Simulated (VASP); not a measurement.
Crystal: P.

```
CELL_PARAMETERS angstrom
2.67602 0.00000 0.00000
-1.33801 2.31750 0.00000
0.00000 0.00000 2.51546
ATOMIC_POSITIONS crystal
P 0.00000 0.00000 0.00000
```

| Property | Result |
| --- | --- |
| Program | VASP 6.6.1 |
| Task | relaxation of cell and atoms |
| Functional | PBE |
| Potentials or basis | VASP PAW PBE potentials, release 64 (P) |
| Cutoff | 600 eV |
| k mesh | 18 × 18 × 17 |
| Occupations | fermi-dirac, width 0.05 eV |
| Spin | no spin polarisation |

At the start: pressure -5.1 GPa; volume 15.60 Å³/atom.

Where does the relaxation end?

Over 11 steps the energy falls by 14.9 meV/atom and the volume is 14.70 Å³/atom (-5.7 %); space group P6/mmm (No. 191, to 0.05 Å).

The path:
| step | energy change (eV) | largest force (eV/Å) | pressure (GPa) | volume (Å³) |
| --- | --- | --- | --- | --- |
| 1 | 0.0000 | 0.0000 | -5.06 | 15.60 |
| 2 | -0.0140 | 0.0000 | 1.39 | 14.51 |
| 3 | -0.0149 | 0.0000 | 0.00 | 14.71 |
| 4 | -0.0149 | 0.0000 | -0.11 | 14.73 |
| 5 | -0.0149 | 0.0000 | -0.11 | 14.73 |
| 6 | -0.0149 | 0.0000 | -0.11 | 14.73 |
| 7 | -0.0149 | 0.0000 | -0.10 | 14.73 |
| 8 | -0.0149 | 0.0000 | -0.10 | 14.73 |
| 9 | -0.0149 | 0.0000 | -0.11 | 14.73 |
| 10 | -0.0149 | 0.0000 | -0.11 | 14.73 |
| 11 | -0.0149 | 0.0000 | 0.03 | 14.70 |

Final structure:
```xyz
1
Lattice="2.6248 0.0000 0.0000 -1.3124 2.2731 0.0000 0.0000 0.0000 2.4646" Properties=species:S:1:pos:R:3 pbc="T T T"
P     0.0000    0.0000    0.0000
```
